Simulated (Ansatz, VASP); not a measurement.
TiH3: VASP beside Ansatz

The input INCAR:

```
PREC     = Accurate       # precision mode
ENCUT    = 600            # plane-wave cutoff, eV
EDIFF    = 1E-6           # SCF threshold, eV
ISMEAR   = -1             # smearing method
SIGMA    = 0.15           # smearing width, eV
LREAL    = False          # projectors in reciprocal space
LASPH    = True           # aspherical terms in the spheres
NELM     = 100            # most SCF steps
ALGO     = Normal         # electronic algorithm
ISIF     = 3              # what is computed and relaxed
LWAVE    = False          # write WAVECAR
LCHARG   = False          # write CHGCAR
GGA      = PE             # functional
IBRION   = 2              # ionic algorithm
NSW      = 80             # ionic steps
EDIFFG   = -0.001         # ionic threshold
```

The input KPOINTS:

```
regular mesh
0
Gamma
  12 12 8
```

POSCAR

```
TiH3
1.0
    3.1654958125      0.0000000000      0.0000000000
   -1.5827479062      2.7413997892      0.0000000000
    0.0000000000      0.0000000000      5.5850786000
Ti H
2 6
Direct
    0.3333333333      0.6666666667      0.2500000000
    0.6666666667      0.3333333333      0.7500000000
    0.3333333333      0.6666666667      0.5939700000
    0.3333333333      0.6666666667      0.9060300000
    0.6666666667      0.3333333333      0.4060300000
    0.6666666667      0.3333333333      0.0939700000
    0.0000000000      0.0000000000      0.2500000000
    0.0000000000      0.0000000000      0.7500000000
```

Input for Ansatz:

```yaml
crystal:
  lattice:
    - [3.1654958125, 0.0, 0.0]
    - [-1.5827479062, 2.7413997892, 0.0]
    - [0.0, 0.0, 5.5850786]
  atoms:
    - { symbol: Ti, position: [0.3333333333, 0.6666666667, 0.25] }
    - { symbol: Ti, position: [0.6666666667, 0.3333333333, 0.75] }
    - { symbol: H, position: [0.3333333333, 0.6666666667, 0.59397] }
    - { symbol: H, position: [0.3333333333, 0.6666666667, 0.90603] }
    - { symbol: H, position: [0.6666666667, 0.3333333333, 0.40603] }
    - { symbol: H, position: [0.6666666667, 0.3333333333, 0.09397] }
    - { symbol: H, position: [0.0, 0.0, 0.25] }
    - { symbol: H, position: [0.0, 0.0, 0.75] }
basis:
  ecutwfc: 420
kpoints:
  mp_grid: { grid: [12, 12, 8] }
hamiltonian:
  xc: pbe
scf:
  occupations: { method: fermi_dirac, width: 0.15 }
output:
  forces: true
  stress: true
  eigenvalues: true
  write_density: true
  write_potential: true
  elf: true
  volumetric_format: npy
relax:
  adjacent_minimum: "off"
  f_tol: 0.001
  max_steps: 60
  cell: { stress_tol: 0.01 }
```

Alike in both runs: task relaxation of cell and atoms; functional PBE; k mesh 12 × 12 × 8; occupations fermi-dirac, width 0.15 eV; no spin polarisation.

```csv
,VASP,Ansatz
version,VASP 6.6.1,Ansatz 0.2.0
potentials or method,"VASP PAW PBE potentials, release 64 (Ti_sv, H), cutoff 600 eV","scalar-relativistic, plane waves, PAW"
valence electrons in the cell,30,30
```

```tsv
	VASP	Ansatz	Ansatz less VASP
gap on the k mesh at the Fermi level, each at its own relaxed structure (eV)	none	none	-
relaxed volume (Å³/atom)	6.08	6.08	-0.003
relaxed length of the cell vector where the two differ most in proportion (Å)	3.168	3.168	-0.0008
```

A gap of «none» marks a metal or a gap that the smearing closes.
